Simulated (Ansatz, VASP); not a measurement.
**One calculation of BN, two programs**

```
CELL_PARAMETERS angstrom
2.50399 0.00000 0.00000
-1.25200 2.16852 0.00000
0.00000 0.00000 6.66120
ATOMIC_POSITIONS crystal
B 0.38679 0.70580 0.25000
B 0.61321 0.29420 0.75000
N 0.27993 0.62757 0.75000
N 0.72007 0.37243 0.25000
```

Change from the starting cell: mode 4 (44.4 1/cm) frozen in, largest displacement +0.120 Å.

Alike in both runs: task single point; functional LDA; k mesh 12 × 12 × 4; occupations gaussian, width 0.05 eV; no spin polarisation.

|  | VASP | Ansatz |
| --- | --- | --- |
| version | VASP 6.6.1 | Ansatz 0.2.0 |
| potentials or method | VASP PAW LDA potentials, release 64 (B, N), cutoff 520 eV | scalar-relativistic, plane waves, PAW |
| valence electrons in the cell | 16 | 16 |

Ansatz gave:

- gap on the k mesh at the Fermi level (eV): 3.75
- least direct gap on the mesh (eV): 4.15
- pressure (GPa): -4.6
- traceless stress, the component that is largest in VASP (GPa): 4.08
- rms of the force components (eV/Å): 0.008

Problem. Which values does VASP return?

Solution. gap on the k mesh at the Fermi level (eV): 3.73; least direct gap on the mesh (eV): 4.14; pressure (GPa): -4.2; traceless stress, the component that is largest in VASP (GPa): 3.47; rms of the force components (eV/Å): 0.008.

LDA's correlation is that of Perdew and Zunger in VASP and of Perdew and Wang (1992) in Ansatz. Atom by atom the forces differ by 0.000 eV/Å (rms over components).
